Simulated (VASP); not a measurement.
# Hf8O17 (a cell with a defect): single point with LDA

Hf8O17 (a cell with a defect):

```
CELL_PARAMETERS angstrom
0.00000 5.06970 5.10173
5.29432 0.00000 5.10173
5.29432 5.06970 0.00000
ATOMIC_POSITIONS crystal
Hf 0.28480 0.99903 0.01563
Hf 0.77116 0.50802 0.51146
Hf 0.31018 0.47434 0.97374
Hf 0.79251 0.00645 0.47353
Hf 0.27199 0.05670 0.47749
Hf 0.77242 0.57517 0.94355
Hf 0.28964 0.53061 0.43847
Hf 0.81092 0.02053 0.94473
O 0.09086 0.31572 0.99372
O 0.54358 0.79988 0.56282
O 0.43268 0.43527 0.67385
O 0.92256 0.93914 0.19108
O 0.12217 0.41923 0.33471
O 0.62436 0.92261 0.82686
O 0.39051 0.64728 0.07746
O 0.89449 0.14396 0.59830
O 0.18404 0.88974 0.37106
O 0.69521 0.38122 0.86655
O 0.45461 0.11979 0.11428
O 0.94444 0.63333 0.60426
O 0.15062 0.08307 0.78097
O 0.60555 0.63893 0.27327
O 0.01834 0.71949 0.90858
O 0.49646 0.22131 0.41650
O 0.82392 0.38109 0.24117
```

```json
{
  "Program": "VASP 6.6.1",
  "Task": "single point",
  "Functional": "LDA",
  "Potentials or basis": "VASP PAW LDA potentials, release 64 (Hf_pv, O)",
  "Cutoff": "520 eV",
  "k mesh": "1 × 1 × 1, shifted",
  "Occupations": "fermi-dirac, width 0.01 eV",
  "Spin": "no spin polarisation",
  "Dipole correction": "no",
  "Further INCAR settings": "ALGO = Normal; EDIFF = 1e-06; NBANDS = 109"
}
```

| Quantity | Value |
| --- | --- |
| Pressure | -11.7 GPa |
| Largest force | 0.483 eV/Å |
| Band gap on the k mesh | 1.58 eV |

Forces on the atoms (eV/Å):
```
Hf   0.080 -0.077 -0.269
Hf   0.043 -0.025 -0.234
Hf  -0.106  0.066 -0.077
Hf   0.025  0.008  0.100
Hf   0.205  0.017  0.107
Hf   0.046  0.104 -0.131
Hf  -0.187  0.004  0.290
Hf  -0.107  0.017  0.320
O    0.108  0.152  0.020
O   -0.099 -0.109  0.037
O    0.253 -0.159  0.031
O    0.253 -0.295  0.016
O   -0.132  0.186 -0.017
O   -0.099  0.215 -0.020
O    0.229  0.090 -0.046
O    0.086  0.121 -0.131
O   -0.201 -0.134  0.161
O   -0.142 -0.141  0.066
O    0.091 -0.203  0.065
O    0.033 -0.081  0.020
O   -0.250  0.151  0.027
O   -0.317  0.267 -0.249
O    0.093  0.027 -0.139
O   -0.009  0.046 -0.215
O    0.108 -0.245  0.271
```

Stress tensor (GPa, compression positive):
```
-14.12  -0.02  -1.97
 -0.02 -13.03 -10.09
 -1.97 -10.09  -7.97
```

Levels at points of the mesh, in eV from the valence-band top:
```
           k point  band 87  band 88  band 89  band 90  band 91  band 92  band 93  band 94  band 95  band 96
(0.25, 0.25, 0.25)    -0.68    -0.57    -0.46    -0.32    -0.05     1.63     4.10     4.64     4.79     4.93
```

Wall time 5.5 min on 1 thread of AMD EPYC 7R13 (shared host), peak memory 0.33 GiB.

Caveat: spin-orbit coupling is left out, which moves the levels of the heavy elements.
